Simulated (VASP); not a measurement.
Ga:

```
Ga
1.0
     2.24406   -3.79485    0.00000
     2.24406    3.79485    0.00000
     0.00000    0.00000    4.48145
Ga
4
Direct
  0.84401 0.15599 0.08371
  0.65599 0.34401 0.58371
  0.34401 0.65599 0.41630
  0.15599 0.84401 0.91629
```

Base run:

* Program: VASP 6.6.1
* Functional: PBEsol
* Potentials or basis: VASP PAW PBE potentials, release 64 (Ga_d)
* Cutoff: 520 eV
* k mesh: 8 × 8 × 7
* Occupations: fermi-dirac, width 0.05 eV
* Spin: no spin polarisation

Its results: band gap on the k mesh zero (bands 26 and 27 overlap by 0.97 eV); pressure 0.0 GPa; largest force 0.048 eV/Å.

Q: The run is repeated on the same cell with these changes: functional from PBEsol to r2SCAN. What comes out?

A: Band gap on the k mesh zero (bands 26 and 27 overlap by 1.03 eV); pressure 0.5 GPa; largest force 0.051 eV/Å.

Caveats: the PAW data sets were made with another functional, which shifts forces and pressure a little.
